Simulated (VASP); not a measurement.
ZnS: relaxation of cell and atoms with PBEsol

Crystal: ZnS.

```
Zn S
1.0
     0.00000    2.67826    2.67826
     2.67826    0.00000    2.67826
     2.67826    2.67826    0.00000
Zn S
1 1
Cartesian
  0.0000 0.0000 0.0000
  4.0174 4.0174 4.0174
```

```
Program                : VASP 6.6.1
Task                   : relaxation of cell and atoms
Functional             : PBEsol
Potentials or basis    : VASP PAW PBE potentials, release 64 (Zn, S)
Cutoff                 : 600 eV
k mesh                 : 10 × 10 × 10
Occupations            : gaussian, width 0.01 eV
Spin                   : no spin polarisation
Target pressure        : 6 GPa
Dipole correction      : no
Further INCAR settings : ALGO = Normal; EDIFF = 1e-06; IBRION = 2; EDIFFG = -0.001; NSW = 80; ISIF = 3
```

| Property | Result |
| --- | --- |
| Relaxed volume | 18.03 Å³/atom |
| Relaxed cell | a = 3.708 Å, b = 3.708 Å, c = 3.708 Å, α = 60.00°, β = 60.00°, γ = 60.00° |
| Space group after relaxing (to 0.1 Å) | F-43m (No. 216) |
| Energy change on relaxing (the run minimises the enthalpy) | +21.7 meV/atom |
| Ionic steps | 8 |
| Pressure after relaxing | 6.0 GPa |
| Band gap on the k mesh | 2.38 eV |

Step by step:
```csv
step,energy change (eV),largest force (eV/Å),pressure (GPa),volume (Å³)
1,0.0000,0.0000,0.23,38.42
2,0.1120,0.0000,10.15,34.70
3,0.0430,0.0000,5.98,36.07
4,0.0448,0.0000,6.17,36.02
5,0.0412,0.0000,5.86,36.12
6,0.0434,0.0000,5.98,36.06
7,0.0435,0.0000,6.02,36.06
8,0.0435,0.0000,6.00,36.06
```

Final structure:
```xyz
2
Lattice="0.0000 2.6221 2.6221 2.6221 0.0000 2.6221 2.6221 2.6221 0.0000" Properties=species:S:1:pos:R:3 pbc="T T T"
Zn    0.0000    0.0000    0.0000
S     3.9332    3.9332    3.9332
```

Levels at points of the mesh, in eV from the valence-band top:
```
           k point  band 7  band 8  band 9  band 10  band 11  band 12
(0.00, 0.00, 0.00)    0.00    0.00    0.00     2.38     6.23     6.23
(0.50, 0.00, 0.00)   -5.88   -1.02   -1.02     3.36     6.76     6.76
(0.50, 0.50, 0.00)   -4.97   -2.60   -2.60     3.02     3.92    11.51
```

Wall time 2.4 min on 1 thread of Intel Xeon 8259CL, on a shared host, peak memory 0.19 GiB.

Caveat: the cell is relaxed towards a set pressure, so the run minimises the enthalpy, not the energy; the PAW data sets were made with another functional, which shifts forces and pressure a little.
